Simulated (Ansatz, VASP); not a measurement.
One calculation of Al2Cl2F, two programs

```xyz
5
Lattice="5.3859 0.0000 0.0000 -2.6930 4.6643 0.0000 0.0000 0.0000 7.0384" Properties=species:S:1:pos:R:3 pbc="T T T"
Al    0.0000    0.0000    1.7597
Al    0.0000    0.0000    5.2788
Cl    0.0000    3.1096    3.5192
Cl    2.6930    1.5548    3.5192
F     0.0000    0.0000    3.5192
```

Alike in both runs: functional PBE; k mesh 6 × 6 × 4; occupations gaussian, width 0.1 eV; no spin polarisation.

Ansatz relaxed the structure, and its values are those at the end. VASP's run is a single point on that final structure, the one shown.

```csv
,VASP,Ansatz
version,VASP 6.6.1,Ansatz 0.2.0
potentials or method,"VASP PAW PBE potentials, release 64 (Al, Cl, F), cutoff 520 eV","scalar-relativistic, plane waves, PAW"
valence electrons in the cell,27,27
```

```tsv
	VASP	Ansatz	Ansatz less VASP
gap on the k mesh at the Fermi level (eV)	none	none	-
pressure (GPa)	0.1	0.1	+0.05
rms of the force components (eV/Å)	0.012	0.009	-0.0029
```

A gap of «none» marks a metal or a gap that the smearing closes. The functional is the same, so the differences come from potentials, cutoffs and numerics.
